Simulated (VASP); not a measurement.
# Os (Cmcm) in VASP: notebook

Runs on Os. Level: PBE. Tasks: single point.

Everything below comes from runs of VASP 6.6.1. Logs are shortened: lines on timing, memory, paths and dates and some standing lists are left out, and cuts for length are marked.

### 1 The cell of the first run

Symmetry: Cmcm, No. 63, orthorhombic system. The conventional cell has a = 2.570 Å, b = 5.020 Å, c = 4.320 Å, α = 90.00°, β = 90.00°, γ = 90.00°. Os (site symmetry m2m) has 12 Os at 2.57 to 2.82 Å within 3.4 Å.

### 2 Single point, PBE (strain -0.0600 x Voigt [1, -1, 0, 0, 0, 0])

Input file INCAR:

```
  PREC = Accurate
  ENCUT = 520
  EDIFF = 1E-6
  ISMEAR = 0
  SIGMA = 0.15
  LREAL = F
  LASPH = T
  NELM = 60
  ALGO = Fast
  ISIF = 2
  LWAVE = F
  LCHARG = F
  GGA = PE
  NBANDS = 15
```

Input file KPOINTS:

```
regular mesh
0
Gamma
  18 18 12
```

Input file POSCAR:

```
Os
1.0
    2.5700539770      0.0000000000      0.0000000000
   -1.2850269885      2.5098680374      0.0000000000
    0.0000000000      0.0000000000      4.3197000000
Os
2
Direct
    0.3333333333      0.6666666667      0.2500000000
    0.6666666667      0.3333333333      0.7500000000
```

Potentials or basis: VASP PAW PBE potentials, release 64 (Os).

Command:

```sh
$ cat potpaw_PBE.64/Os/POTCAR > POTCAR
$ mpirun -np 1 vasp_std > vasp.out
```

OUTCAR:

```text
PREC = Accurate
   ENCUT = 520
   EDIFF = 1E-6
   ISMEAR = 0
   LREAL = F
   LASPH = T
   NELM = 60
   ISIF = 2
   GGA = PE

 ion  position               nearest neighbor table
   1  0.333  0.667  0.250-   2 2.65   2 2.65   2 2.65   2 2.65   2 2.73   2 2.73
   2  0.667  0.333  0.750-   1 2.65   1 2.65   1 2.65   1 2.65   1 2.73   1 2.73

  LATTYP: Found a base centered orthorhombic cell.
 ALAT       =     2.5700539770
 B/A-ratio  =     1.9531636766
 C/A-ratio  =     1.6807818196

  Lattice vectors:

 A1 = (   1.2850269885,  -2.5098680374,   0.0000000000)
 A2 = (   1.2850269885,   2.5098680374,   0.0000000000)
 A3 = (   0.0000000000,   0.0000000000,   4.3197000000)

Analysis of symmetry for initial positions (statically):
=====================================================================
 Subroutine PRICEL returns:
 Original cell was already a primitive cell.

 Routine SETGRP: Setting up the symmetry group for a
 base centered orthorhombic supercell.

 Subroutine GETGRP returns: Found  8 space group operations
 (whereof  4 operations were pure point group operations)
 out of a pool of  8 trial point group operations.

The static configuration has the point symmetry C_2h.
 The point group associated with its full space group is D_2h.

Analysis of symmetry for dynamics (positions and initial velocities):
=====================================================================
 Subroutine PRICEL returns:
 Original cell was already a primitive cell.

 Routine SETGRP: Setting up the symmetry group for a
 base centered orthorhombic supercell.

 Subroutine GETGRP returns: Found  8 space group operations
 (whereof  4 operations were pure point group operations)
 out of a pool of  8 trial point group operations.

The dynamic configuration has the point symmetry C_2h.
 The point group associated with its full space group is D_2h.

 Subroutine INISYM returns: Found  8 space group operations
 (whereof  4 operations are pure point group operations),
 and found     1 'primitive' translations

----------------------------------------------------------------------------------------

                                     Primitive cell

  volume of cell :      27.8642

  direct lattice vectors                    reciprocal lattice vectors
     2.570053977  0.000000000  0.000000000     0.389096886  0.199213661  0.000000000
    -1.285026989  2.509868037  0.000000000     0.000000000  0.398427322  0.000000000
     0.000000000  0.000000000  4.319700000     0.000000000  0.000000000  0.231497558

  length of vectors
     2.570053977  2.819704227  4.319700000     0.437129809  0.398427322  0.231497558
[... 94 lines left out ...]
   EMIN   =  10.00;   EMAX   =-10.00  energy-range for DOS
   EFERMI =   0.00;   METHOD = LEGACY
   ISMEAR =     0;   SIGMA  =   0.15  broadening in eV -4-tet -1-fermi 0-gaus
   EFERMI_NEDOS =   21; number of points for ismear=-14 and -15
   IALGO  =     68    algorithm
   IMIX   =      4    mixing-type and parameters
     AMIX     =   0.40;   BMIX     =  1.00
     AMIX_MAG =   1.60;   BMIX_MAG =  1.00
  volume/ion in A,a.u.               =      13.93        94.02
  Fermi-wavevector in a.u.,A,eV,Ry     =   1.360711  2.571371 25.191658  1.851535
  Thomas-Fermi vector in A             =   2.487350
   LORBIT       =      0    0 simple, 1 ext, 2 COOP (PROOUT), +10 PAW based schemes
   GGA     = PE    functional components
   LHFCALC =     F    Hartree Fock is set to
   AEXX    =    0.0000 exact exchange contribution
   IVDW    =     0    specifies the selected vdW correction
   LEPSILON=     F    determine dielectric tensor
   LRPA    =     F    only Hartree local field effects (RPA)
 non-spin polarized calculation
 RMM-DIIS sequential band-by-band and
 Gauss-broadening in eV      SIGMA  =   0.15
  energy-cutoff  :      520.00
  volume of cell :       27.86
 maximum number of plane-waves:       773
   NGX =  9   NGY = 11   NGZ = 17

 number of electron      15.9999999 magnetization

 Free energy of the ion-electron system (eV)
  ---------------------------------------------------
  ext. energy  EPLUGINS =         0.00000000
  ---------------------------------------------------
  free energy    TOTEN  =       -22.11043991 eV

  energy without entropy =      -22.09565010  energy(sigma->0) =      -22.10304501

 E-fermi :   9.5785     XC(G=0): -14.0708

 val. band max:        9.5778566288   @ k =   0.1667   0.1111   0.3333
 cond. band min:       9.5805670103   @ k =   0.0000   0.0556   0.4167
 fundamental gap:      0.0027103815
 Fermi energy:         9.5784880027

 k-point     1 :       0.0000    0.0000    0.0000
  band No.  band energies     occupation
      1      -1.4403      2.00000
      2       1.6866      2.00000
      3       5.2100      2.00000
      4       6.0408      2.00000
      5       6.7654      2.00000
      6       7.5620      2.00000
      7       7.8478      2.00000
      8       8.4528      2.00000
      9       8.5462      2.00000
     10       9.5452      1.24665
     11      10.8155      0.00000
     12      11.6900      0.00000
     13      18.6125      0.00000
     14      23.4871      0.00000
[... 401 lines left out ...]
      2       3.2907      2.00000
      3       4.7850      2.00000
      4       5.2220      2.00000
      5       6.2679      2.00000
      6       6.7456      2.00000
      7       7.7266      2.00000
      8       8.2806      2.00000
      9       8.6529      2.00000
     10       9.3322      1.97976
     11      11.7390      0.00000
     12      17.6147      0.00000
     13      18.3201      0.00000
     14      24.4289      0.00000
     15      25.6146      0.00000

 [... further k-points ...]

------------------------ aborting loop because EDIFF is reached ----------------------------------------

  FORCE on cell =-STRESS in cart. coord.  units (eV):
  Direction    XX          YY          ZZ          XY          YZ          ZX
  --------------------------------------------------------------------------------------
  -------------------------------------------------------------------------------------
  Total        9.4740708     -3.1914654      1.8359077      0.0000000      0.0000000      0.0000000
  in kB      544.7540756   -183.5075811    105.5637240      0.0000000      0.0000000      0.0000000
  external PRESSURE =     155.6034062 kB  Pullay stress =       0.0000000 kB

 VOLUME and BASIS-vectors are now :
 -----------------------------------------------------------------------------
  energy-cutoff  :      520.00
  volume of cell :       27.86
      direct lattice vectors                 reciprocal lattice vectors
     2.570053977  0.000000000  0.000000000     0.389096886  0.199213661  0.000000000
    -1.285026989  2.509868037  0.000000000     0.000000000  0.398427322  0.000000000
     0.000000000  0.000000000  4.319700000     0.000000000  0.000000000  0.231497558

 POSITION                                       TOTAL-FORCE (eV/Angst)
 -----------------------------------------------------------------------------------
     -0.00000      1.67325      1.07993         0.000000      0.293836     -0.000000
      1.28503      0.83662      3.23977         0.000000     -0.293836      0.000000
 -----------------------------------------------------------------------------------
    total drift:                               -0.000000      0.000000     -0.000000

  FREE ENERGIE OF THE ION-ELECTRON SYSTEM (eV)
  ---------------------------------------------------
  free  energy   TOTEN  =       -22.1104399148 eV

  energy  without entropy=      -22.0956500962  energy(sigma->0) =      -22.10304501
```

stdout:

```text
POSCAR found type information on POSCAR Os
 POSCAR found :  1 types and       2 ions
 scaLAPACK will be used
 LDA part: xc-table for (Slater+PW92), standard interpolation
 POSCAR, INCAR and KPOINTS ok, starting setup
 FFT: planning ... GRIDC
 FFT: planning ... GRID_SOFT
 FFT: planning ... GRID
 WAVECAR not read
 entering main loop
```

It took 94 s on 1 thread of Intel Xeon 6975P-C (Granite Rapids), shared host; peak memory 0.33 GiB.

Results:

- Free energy: -22.1104 eV
- Pressure: 15.6 GPa
- Largest force: 0.294 eV/Å
- Band gap on the k mesh: zero (band 8 reaches 11.40 eV, above the bottom of band 9 at 7.95 eV)

Forces in eV/Å, atoms in the order of the input:
```
Os   0.000  0.294  0.000
Os   0.000 -0.294  0.000
```

Stress tensor (GPa, compression positive):
```
 54.48   0.00   0.00
  0.00 -18.35   0.00
  0.00   0.00  10.56
```

Caveat: the cell differs from its parent crystal (strain -0.0600 x Voigt [1, -1, 0, 0, 0, 0]); spin-orbit coupling is left out, which moves the levels of the heavy elements.

(Continued in part 2 of 2.)
